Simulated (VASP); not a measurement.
**C: single point with r2SCAN**

C:

```
C
1.0
     3.56028    0.00000    0.00000
     0.00000   -3.56028    0.00000
     0.00000    0.00000   -3.56028
C
8
Direct
  0.50000 0.00000 0.98245
  0.00000 0.50000 0.00000
  0.00000 0.00000 0.50000
  0.50000 0.50000 0.50000
  0.75000 0.75000 0.75000
  0.25000 0.25000 0.75000
  0.25000 0.75000 0.25000
  0.75000 0.25000 0.25000
```

This cell differs from its parent crystal: atom 1 (C) moved +0.062 Å along Cartesian [0 0 1].

```yaml
Program: VASP 6.6.1
Task: single point
Functional: r2SCAN
Potentials_or_basis: VASP PAW PBE potentials, release 64 (C)
Cutoff: 520 eV
k_mesh: 6 × 6 × 6
Occupations: gaussian, width 0.05 eV
Spin: no spin polarisation
```

| Item | Value |
| --- | --- |
| Pressure | 1.5 GPa |
| Largest force | 2.886 eV/Å |
| Band gap on the k mesh | 4.08 eV |

Forces on the atoms (eV/Å):
```
C    0.000  0.000 -2.886
C    0.000  0.000 -0.393
C    0.000  0.000  0.430
C    0.000  0.000  0.430
C    0.223  0.223  0.641
C   -0.223 -0.223  0.641
C    0.148 -0.148  0.568
C   -0.148  0.148  0.568
```

Stress tensor (GPa, compression positive):
```
1.67 0.59 0.00
0.59 1.67 0.00
0.00 0.00 1.28
```

Levels at points of the mesh, in eV from the valence-band top:
```tsv
k point	band 12	band 13	band 14	band 15	band 16	band 17	band 18	band 19	band 20	band 21
(0.00, 0.00, 0.00)	-6.94	-6.81	-0.51	-0.25	0.00	4.44	4.56	4.75	4.76	4.84
(0.50, 0.00, 0.00)	-5.15	-4.65	-4.65	-4.62	-4.51	4.37	4.38	10.36	10.38	10.77
(0.00, 0.00, 0.50)	-5.10	-4.96	-4.75	-4.56	-4.35	4.31	4.46	10.46	10.56	10.71
(0.50, 0.50, 0.00)	-8.23	-3.79	-3.51	-3.44	-3.16	7.89	8.06	8.08	8.27	9.92
(0.00, 0.50, 0.50)	-8.22	-3.62	-3.48	-3.44	-3.31	7.85	7.95	8.15	8.19	10.13
(0.50, 0.50, 0.50)	-3.26	-3.24	-3.22	-3.10	-2.83	8.06	8.17	8.63	8.63	8.65
```

Run time: 3.3 min on 1 thread of AMD EPYC 9R45 (Zen 5), with other jobs on the host, peak memory 0.14 GiB.

Caveat: the cell differs from its parent crystal (atom 1 (C) moved +0.062 Å along Cartesian [0 0 1]); the PAW data sets were made with another functional, which shifts forces and pressure a little. A k mesh can miss the band edges.
